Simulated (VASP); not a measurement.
# Mn (Im-3m) in VASP: further runs

The runs below take Mn through single point, relaxation of cell and atoms, with RPBE.

Everything below comes from runs of VASP 6.6.1. Logs are shortened: lines on timing, memory, paths and dates and some standing lists are left out, and cuts for length are marked.

## 1. The cell of the first run

It takes space group Im-3m (No. 229, cubic). The conventional cell has a = 2.877 Å, b = 2.877 Å, c = 2.877 Å, α = 90.00°, β = 90.00°, γ = 90.00°. Mn (site symmetry m-3m) has 14 Mn at 2.49 to 2.88 Å within 3.3 Å.

## 2. Single point, RPBE (volume scaled by 1.08)

File INCAR:

```
SYSTEM = Mn
ALGO = Normal
EDIFF = 1E-6
ENCUT = 520
GGA = RP
ISIF = 2
ISMEAR = -1
LASPH = .TRUE.
LCHARG = .FALSE.
LREAL = .FALSE.
LWAVE = .FALSE.
NBANDS = 12
NELM = 80
PREC = Accurate
SIGMA = 0.1
```

File KPOINTS:

```
k-points
0
G
  18 18 18
  0 0 0
```

File POSCAR:

```
Mn
1.0
   -1.4385551795      1.4385551795      1.4385551795
    1.4385551795     -1.4385551795      1.4385551795
    1.4385551795      1.4385551795     -1.4385551795
Mn
1
Direct
    0.0000000000      0.0000000000      0.0000000000
```

Potentials or basis: VASP PAW PBE potentials, release 64 (Mn_pv).

Run with:

```sh
cat potpaw_PBE.64/Mn_pv/POTCAR > POTCAR
mpirun -np 1 vasp_std > vasp.out
```

OUTCAR:

```text
SYSTEM = Mn
   EDIFF = 1E-6
   ENCUT = 520
   GGA = RP
   ISIF = 2
   ISMEAR = -1
   LASPH = .TRUE.
   LREAL = .FALSE.
   NELM = 80
   PREC = Accurate

 ion  position               nearest neighbor table
   1  0.000  0.000  0.000-

  LATTYP: Found a body centered cubic cell.
 ALAT       =     2.8771103590

  Lattice vectors:

 A1 = (  -1.4385551795,   1.4385551795,   1.4385551795)
 A2 = (   1.4385551795,  -1.4385551795,   1.4385551795)
 A3 = (   1.4385551795,   1.4385551795,  -1.4385551795)

Analysis of symmetry for initial positions (statically):
=====================================================================
 Subroutine PRICEL returns:
 Original cell was already a primitive cell.

 Routine SETGRP: Setting up the symmetry group for a
 body centered cubic supercell.

 Subroutine GETGRP returns: Found 48 space group operations
[... 9 lines left out ...]

 Routine SETGRP: Setting up the symmetry group for a
 body centered cubic supercell.

 Subroutine GETGRP returns: Found 48 space group operations
[... 11 lines left out ...]
                                     Primitive cell

  volume of cell :      11.9080

  direct lattice vectors                    reciprocal lattice vectors
    -1.438555180  1.438555180  1.438555180     0.000000000  0.347570957  0.347570957
     1.438555180 -1.438555180  1.438555180     0.347570957  0.000000000  0.347570957
     1.438555180  1.438555180 -1.438555180     0.347570957  0.347570957  0.000000000

  length of vectors
     2.491650660  2.491650660  2.491650660     0.491539561  0.491539561  0.491539561

  position of ions in fractional coordinates (direct lattice)
     0.000000000  0.000000000  0.000000000

  ion indices of the primitive-cell ions
   primitive index   ion index
                 1           1

----------------------------------------------------------------------------------------

 KPOINTS: k-points

Automatic generation of k-mesh.
 Grid dimensions read from file:
 generate k-points for:   18   18   18

 Generating k-lattice:

  Cartesian coordinates                     Fractional coordinates (reciprocal lattice)
     0.000000000  0.019309498  0.019309498     0.055555556  0.000000000  0.000000000
     0.019309498  0.000000000  0.019309498     0.000000000  0.055555556  0.000000000
     0.019309498  0.019309498  0.000000000     0.000000000  0.000000000  0.055555556

  Length of vectors
     0.027307753  0.027307753  0.027307753

  Shift w.r.t. Gamma in fractional coordinates (k-lattice)
     0.000000000  0.000000000  0.000000000

 Subroutine IBZKPT returns following result:
 ===========================================

 Found    195 irreducible k-points:

 Following reciprocal coordinates:
            Coordinates               Weight
  0.000000  0.000000  0.000000      1.000000
  0.055556  0.000000  0.000000     12.000000
  0.111111  0.000000  0.000000     12.000000
  0.166667  0.000000  0.000000     12.000000
  0.222222  0.000000  0.000000     12.000000
  0.277778  0.000000  0.000000     12.000000
[... 16 lines left out ...]
  0.333333  0.111111  0.000000     48.000000
  0.388889  0.111111 -0.000000     48.000000
 [... further k-points ...]
   k-points           NKPTS =    195   k-points in BZ     NKDIM =    195   number of bands    NBANDS=     12
   number of dos      NEDOS =    301   number of ions     NIONS =      1
   total plane-waves  NPLWV =   8000
   dimension x,y,z NGX =    20 NGY =   20 NGZ =   20
   dimension x,y,z NGXF=    40 NGYF=   40 NGZF=   40
   ions per type =               1
   NGX,Y,Z   is equivalent  to a cutoff of  13.34, 13.34, 13.34 a.u.
   NGXF,Y,Z  is equivalent  to a cutoff of  26.69, 26.69, 26.69 a.u.
 SYSTEM =  Mn
   PREC   = accura    normal or accurate (medium, high low for compatibility)
   ISTART =      0    job   : 0-new  1-cont  2-samecut
   ICHARG =      2    charge: 1-file 2-atom 10-const
   ISPIN  =      1    spin polarized calculation?
   LNONCOLLINEAR =      F non collinear calculations
   LSORBIT =      F    spin-orbit coupling
   LASPH  =      T    aspherical Exc in radial PAW
   ENCUT  =  520.0 eV  38.22 Ry    6.18 a.u.   4.63  4.63  4.63*2*pi/ulx,y,z
   NELM   =     80;   NELMIN=  2; NELMDL= -5     # of ELM steps
   EDIFF  = 0.1E-05   stopping-criterion for ELM
   LREAL  =      F    real-space projection
   EDIFFG = 0.1E-04   stopping-criterion for IOM
   NSW    =      0    number of steps for IOM
   IBRION =     -1    ionic relax: 0-MD 1-quasi-New 2-CG
   NFREE  =      0    steps in history (QN), initial steepest desc. (CG)
   ISIF   =      2    stress and relaxation
   ISYM   =      2    0-nonsym 1-usesym 2-fastsym
   POTIM  = 0.5000    time-step for ionic-motion
   TEBEG  =    0.0;   TEEND  =   0.0 temperature during run
   PSTRESS=    0.0 pullay stress
   NELECT =      13.0000    total number of electrons
   NUPDOWN=      -1.0000    fix difference up-down
   EMIN   =  10.00;   EMAX   =-10.00  energy-range for DOS
   EFERMI =   0.00;   METHOD = LEGACY
   ISMEAR =    -1;   SIGMA  =   0.10  broadening in eV -4-tet -1-fermi 0-gaus
   EFERMI_NEDOS =   21; number of points for ismear=-14 and -15
   IALGO  =     38    algorithm
   IMIX   =      4    mixing-type and parameters
     AMIX     =   0.40;   BMIX     =  1.00
     AMIX_MAG =   1.60;   BMIX_MAG =  1.00
  volume/ion in A,a.u.               =      11.91        80.36
  Fermi-wavevector in a.u.,A,eV,Ry     =   1.685684  3.185480 38.661357  2.841530
  Thomas-Fermi vector in A             =   2.768484
   LORBIT       =      0    0 simple, 1 ext, 2 COOP (PROOUT), +10 PAW based schemes
   GGA     = RP    functional components
   LHFCALC =     F    Hartree Fock is set to
   AEXX    =    0.0000 exact exchange contribution
   IVDW    =     0    specifies the selected vdW correction
   LEPSILON=     F    determine dielectric tensor
   LRPA    =     F    only Hartree local field effects (RPA)
 non-spin polarized calculation
  energy-cutoff  :      520.00
  volume of cell :       11.91
 maximum number of plane-waves:       333
   NGX =  9   NGY =  9   NGZ =  9

 number of electron      12.9999984 magnetization

 Free energy of the ion-electron system (eV)
  ---------------------------------------------------
  ext. energy  EPLUGINS =         0.00000000
  ---------------------------------------------------
  free energy    TOTEN  =        -8.28107242 eV

  energy without entropy =       -8.19797770  energy(sigma->0) =       -8.23952506

 E-fermi :   9.5284     XC(G=0): -13.2898

 val. band max:        9.5246820805   @ k =   0.1667   0.0556   0.0000
 cond. band min:       9.5323778527   @ k =   0.5000   0.5000   0.3333
 fundamental gap:      0.0076957722
 Fermi energy:         9.5283901344

 k-point     1 :       0.0000    0.0000    0.0000
  band No.  band energies     occupation
      1     -38.5625      2.00000
      2     -38.5625      2.00000
      3     -38.5625      2.00000
      4       1.3811      2.00000
      5       8.1413      2.00000
      6       8.1413      2.00000
      7       8.1413      2.00000
      8       9.8422      0.08309
      9       9.8423      0.08308
     10      32.3838      0.00000
     11      32.3838      0.00000
     12      32.3838      0.00000

 k-point     2 :       0.0556    0.0000    0.0000
  band No.  band energies     occupation
      1     -38.5792      2.00000
      2     -38.5678      2.00000
      3     -38.5625      2.00000
      4       1.5081      2.00000
      5       8.0997      2.00000
      6       8.1357      2.00000
      7       8.2170      2.00000
      8       9.7975      0.12706
      9       9.8453      0.08065
     10      31.8692      0.00000
     11      32.2954      0.00000
     12      32.4091      0.00000

 k-point     3 :       0.1111    0.0000    0.0000
  band No.  band energies     occupation
      1     -38.6274      2.00000
      2     -38.5834      2.00000
      3     -38.5626      2.00000
      4       1.8810      2.00000
      5       7.9816      2.00000
      6       8.1080      2.00000
      7       8.4391      1.99996
      8       9.6905      0.33008
      9       9.8556      0.07307
     10      30.5185      0.00000
     11      31.9206      0.00000
     12      32.4776      0.00000

 k-point     4 :       0.1667    0.0000    0.0000
  band No.  band energies     occupation
      1     -38.7006      2.00000
      2     -38.6071      2.00000
      3     -38.5627      2.00000
      4       2.4723      2.00000
      5       7.8047      2.00000
      6       8.0361      2.00000
      7       8.7915      1.99874
      8       9.5902      0.70022
      9       9.8755      0.06030
     10      28.6254      0.00000
     11      31.1341      0.00000
     12      32.5709      0.00000

 k-point     5 :       0.2222    0.0000    0.0000
  band No.  band energies     occupation
      1     -38.7897      2.00000
      2     -38.6361      2.00000
      3     -38.5629      2.00000
      4       3.2248      2.00000
      5       7.5941      2.00000
      6       7.9344      2.00000
      7       9.2464      1.88745
      8       9.5588      0.84913
      9       9.9069      0.04442
     10      26.4303      0.00000
     11      30.0803      0.00000
     12      32.6692      0.00000

 k-point     6 :       0.2778    0.0000    0.0000
  band No.  band energies     occupation
      1     -38.8836      2.00000
      2     -38.6669      2.00000
      3     -38.5631      2.00000
      4       4.0241      2.00000
      5       7.3772      2.00000
      6       7.9143      2.00000
      7       9.6036      0.64082
      8       9.7627      0.17521
      9       9.9491      0.02936
     10      24.1334      0.00000
     11      28.9994      0.00000
     12      32.7580      0.00000

 k-point     7 :       0.3333    0.0000    0.0000
  band No.  band energies     occupation
      1     -38.9709      2.00000
      2     -38.6957      2.00000
      3     -38.5633      2.00000
      4       4.6730      2.00000
      5       7.1796      2.00000
      6       8.1785      2.00000
      7       9.6917      0.32681
      8       9.9974      0.01821
      9      10.2842      0.00104
     10      21.8976      0.00000
     11      28.0492      0.00000
     12      31.6100      0.00000

 k-point     8 :       0.3889    0.0000    0.0000
  band No.  band energies     occupation
      1     -39.0415      2.00000
      2     -38.7191      2.00000
      3     -38.5635      2.00000
      4       5.0130      2.00000
      5       7.0227      2.00000
      6       8.8330      1.99809
      7       9.7872      0.13979
      8      10.0434      0.01153
      9      10.7410      0.00001
     10      19.8891      0.00000
     11      27.3186      0.00000
     12      30.5104      0.00000
[... 166 lines left out ...]
 k-point    20 :       0.1667    0.1111    0.0000
  band No.  band energies     occupation
      1     -38.8166      2.00000
      2     -38.6356      2.00000
      3     -38.5826      2.00000
      4       3.5468      2.00000
      5       7.5985      2.00000
      6       7.7142      2.00000
      7       9.4478      1.38236
      8       9.5475      0.90491
      9      10.0053      0.01684
     10      26.5054      0.00000
     11      28.2168      0.00000
     12      32.7188      0.00000

 k-point    21 :       0.2222    0.1111    0.0000
  band No.  band energies     occupation
      1     -38.8968      2.00000
      2     -38.6706      2.00000
      3     -38.5846      2.00000
      4       4.3312      2.00000
      5       7.3803      2.00000
      6       7.6457      2.00000
      7       9.4871      1.20380
      8      10.0081      0.01637
      9      10.1834      0.00286
     10      24.3022      0.00000
     11      27.2148      0.00000
     12      31.3308      0.00000

 k-point    22 :       0.2778    0.1111   -0.0000
  band No.  band energies     occupation
      1     -38.9706      2.00000
      2     -38.7050      2.00000
      3     -38.5858      2.00000
      4       4.9739      2.00000
      5       7.1897      2.00000
      6       7.7832      2.00000
      7       9.5877      0.71193
      8      10.1033      0.00635
      9      10.7839      0.00001
     10      22.0721      0.00000
     11      26.3952      0.00000
     12      30.1640      0.00000

 k-point    23 :       0.3333    0.1111    0.0000
  band No.  band energies     occupation
      1     -39.0300      2.00000
      2     -38.7335      2.00000
      3     -38.5865      2.00000
      4       5.3012      2.00000
      5       7.0471      2.00000
      6       8.2008      2.00000
      7       9.7016      0.30054
      8      10.1912      0.00264
      9      11.4451      0.00000
     10      20.0285      0.00000
     11      25.7647      0.00000
     12      29.2684      0.00000

 k-point    24 :       0.3889    0.1111   -0.0000
  band No.  band energies     occupation
      1     -39.0683      2.00000
      2     -38.7523      2.00000
      3     -38.5869      2.00000
      4       5.3898      2.00000
      5       6.9585      2.00000
      6       8.6505      1.99969
      7       9.7657      0.17044
      8      10.3195      0.00073
      9      12.0782      0.00000
     10      18.4310      0.00000
     11      25.3621      0.00000
     12      28.6993      0.00000

 [... further k-points ...]

------------------------ aborting loop because EDIFF is reached ----------------------------------------

  FORCE on cell =-STRESS in cart. coord.  units (eV):
  Direction    XX          YY          ZZ          XY          YZ          ZX
  --------------------------------------------------------------------------------------
  -------------------------------------------------------------------------------------
  Total       -1.2343554     -1.2343554     -1.2343554      0.0000000     -0.0000000     -0.0000000
  in kB     -166.0776671   -166.0776671   -166.0776671      0.0000000     -0.0000000     -0.0000000
  external PRESSURE =    -166.0776671 kB  Pullay stress =       0.0000000 kB

 VOLUME and BASIS-vectors are now :
 -----------------------------------------------------------------------------
  energy-cutoff  :      520.00
  volume of cell :       11.91
      direct lattice vectors                 reciprocal lattice vectors
    -1.438555180  1.438555180  1.438555180     0.000000000  0.347570957  0.347570957
     1.438555180 -1.438555180  1.438555180     0.347570957  0.000000000  0.347570957
     1.438555180  1.438555180 -1.438555180     0.347570957  0.347570957  0.000000000

 POSITION                                       TOTAL-FORCE (eV/Angst)
 -----------------------------------------------------------------------------------
      0.00000      0.00000      0.00000        -0.000000     -0.000000     -0.000000
 -----------------------------------------------------------------------------------
    total drift:                               -0.000000     -0.000000      0.000000

  FREE ENERGIE OF THE ION-ELECTRON SYSTEM (eV)
  ---------------------------------------------------
  free  energy   TOTEN  =        -8.2810724238 eV

  energy  without entropy=       -8.1979776996  energy(sigma->0) =       -8.23952506
```

It took 21 s on 1 thread of AMD EPYC 7R43 (Zen 3), shared host; peak memory 0.11 GiB.

What came out:

```
Free energy : -8.2811 eV
Pressure    : -16.6 GPa
```

Levels at points of the mesh, in eV from the Fermi level:
| k point | band 4 | band 5 | band 6 | band 7 | band 8 | band 9 |
| --- | --- | --- | --- | --- | --- | --- |
| (0.00, 0.00, 0.00) | -8.15 | -1.39 | -1.39 | -1.39 | 0.31 | 0.31 |
| (0.50, 0.00, 0.00) | -4.39 | -2.64 | 0.29 | 0.53 | 0.56 | 1.64 |
| (0.50, 0.50, 0.50) | -4.14 | -4.14 | 1.33 | 1.33 | 1.33 | 9.80 |

Caveat: the PAW data sets were made with another functional, which shifts forces and pressure a little; the run has no spin polarisation, though such a crystal can be magnetic. Spin polarisation is off, so any magnetic state and its effect on volume and gap are missing.

(Part 1 of 3 ends here.)
